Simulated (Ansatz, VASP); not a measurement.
## AlGa3N4: VASP beside Ansatz

POSCAR

```
AlGa3N4
1.0
    5.1389202027      0.0000000000      0.0000197652
    0.0000000000      3.1634143065      0.0000000000
   -0.0036943801      0.0000000000      6.2985437653
Al Ga N
1 3 4
Direct
    0.0005828856      0.5000000000      0.6672982355
    0.4991712867      0.5000000000      0.3350606990
    0.4992511921      0.0000000000      0.8314570702
    0.9998609978      0.0000000000      0.1661913850
    0.1194130437      0.5000000000      0.3406010341
    0.1173310430      0.0000000000      0.8259310374
    0.6202395493      0.0000000000      0.1661937142
    0.6317500118      0.5000000000      0.6672678245
```

INCAR.step1

```
PREC     = Accurate       # precision mode
ENCUT    = 520            # plane-wave cutoff, eV
ISMEAR   = 0              # smearing method
SIGMA    = 0.05           # smearing width, eV
LREAL    = False          # projectors in reciprocal space
LASPH    = True           # aspherical terms in the spheres
NELM     = 100            # most SCF steps
NBANDS   = 41             # bands
GGA      = PE             # functional
ALGO     = Normal         # electronic algorithm
EDIFF    = 1E-4           # SCF threshold, eV
LWAVE    = True           # write WAVECAR
LCHARG   = False          # write CHGCAR
```

INCAR.step2

```
PREC     = Accurate       # precision mode
ENCUT    = 520            # plane-wave cutoff, eV
EDIFF    = 1E-6           # SCF threshold, eV
ISMEAR   = 0              # smearing method
SIGMA    = 0.05           # smearing width, eV
LREAL    = False          # projectors in reciprocal space
LASPH    = True           # aspherical terms in the spheres
NELM     = 100            # most SCF steps
ALGO     = Normal         # electronic algorithm
ISIF     = 2              # what is computed and relaxed
LWAVE    = False          # write WAVECAR
LCHARG   = True           # write CHGCAR
METAGGA  = R2SCAN         # meta-GGA
LMIXTAU  = True         
LELF     = True           # ELF
LVHAR    = True         
NBANDS   = 41             # bands
ISTART   = 1
```

Contents of KPOINTS:

```
regular mesh
0
Gamma
  6 8 4
```

Input for Ansatz:

```yaml
crystal:
  lattice:
    - [5.1389202027, 0.0, 1.97652e-05]
    - [0.0, 3.1634143065, 0.0]
    - [-0.0036943801, 0.0, 6.2985437653]
  atoms:
    - { symbol: Al, position: [0.0005828856, 0.5, 0.6672982355] }
    - { symbol: Ga, position: [0.4991712867, 0.5, 0.335060699] }
    - { symbol: Ga, position: [0.4992511921, 0.0, 0.8314570702] }
    - { symbol: Ga, position: [0.9998609978, 0.0, 0.166191385] }
    - { symbol: "N", position: [0.1194130437, 0.5, 0.3406010341] }
    - { symbol: "N", position: [0.117331043, 0.0, 0.8259310374] }
    - { symbol: "N", position: [0.6202395493, 0.0, 0.1661937142] }
    - { symbol: "N", position: [0.6317500118, 0.5, 0.6672678245] }
basis:
  ecutwfc: 500
kpoints:
  mp_grid: { grid: [6, 8, 4] }
hamiltonian:
  xc: r2scan
scf:
  occupations: { method: gaussian, width: 0.05 }
output:
  forces: true
  stress: true
  eigenvalues: true
```

Change from the starting cell: strain +0.1500 x Voigt [0, 0, 1, 0, 0, 0], atoms carried along.

Alike in both runs: task single point; functional r2SCAN; k mesh 6 × 8 × 4; occupations gaussian, width 0.05 eV; no spin polarisation.

|  | VASP | Ansatz |
| --- | --- | --- |
| version | VASP 6.6.1 | Ansatz 0.2.0 |
| potentials or method | VASP PAW PBE potentials, release 64 (Al, Ga_d, N), cutoff 520 eV | scalar-relativistic, plane waves, PAW |
| valence electrons in the cell | 62 | 62 |

Ansatz gave:

* gap on the k mesh at the Fermi level (eV): 1.38
* least direct gap on the mesh (eV): 1.38
* pressure (GPa): -18.3
* traceless stress, the component that is largest in VASP (GPa): -20.18
* rms of the force components (eV/Å): 0.179

Q: Which values does VASP return?

A: gap on the k mesh at the Fermi level (eV): 1.38; least direct gap on the mesh (eV): 1.38; pressure (GPa): -17.9; traceless stress, the component that is largest in VASP (GPa): -20.44; rms of the force components (eV/Å): 0.193.

VASP's potentials were made for PBE, not for r2SCAN. Atom by atom the forces differ by 0.034 eV/Å (rms over components). With one functional, cell and mesh, what is left measures potentials, basis and numerics.
